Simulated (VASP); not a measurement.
TaN, 6 atoms in the cell. The typed cell holds 6 atoms: a = 5.197 Å, b = 5.151 Å, c = 2.911 Å, α = 89.57°, β = 88.85°, γ = 119.13°.  This cell differs from its parent crystal: equal xy, yz and zx shear strains of +2 %.

| Quantity | Value |
| --- | --- |
| Program | VASP 6.6.1 |
| Task | single point |
| Functional | PBEsol |
| Potentials or basis | VASP PAW PBE potentials, release 64 (Ta_pv, N) |
| Cutoff | 520 eV |
| k mesh | 6 × 6 × 9 |
| Occupations | fermi-dirac, width 0.01 eV |
| Spin | no spin polarisation |
| Dipole correction | no |
| Further INCAR settings | ALGO = Normal; EDIFF = 1e-07; NBANDS = 33 |

Potentials or basis: VASP PAW PBE potentials, release 64 (Ta_pv, N).

Run with:

```bash
$ cat potpaw_PBE.64/Ta_pv/POTCAR potpaw_PBE.64/N/POTCAR > POTCAR
$ mpirun -np 1 vasp_std > vasp.out
```

Hardware: 1 thread of Oxide Virtual Turin-like Processor (shared host).

Question: How long does it take, and how much memory?

Answer: Run time: 7.1 min on 1 thread of Oxide Virtual Turin-like Processor, with other jobs on the host, peak memory 0.36 GiB. Counts: scf iterations 14, k points 164.
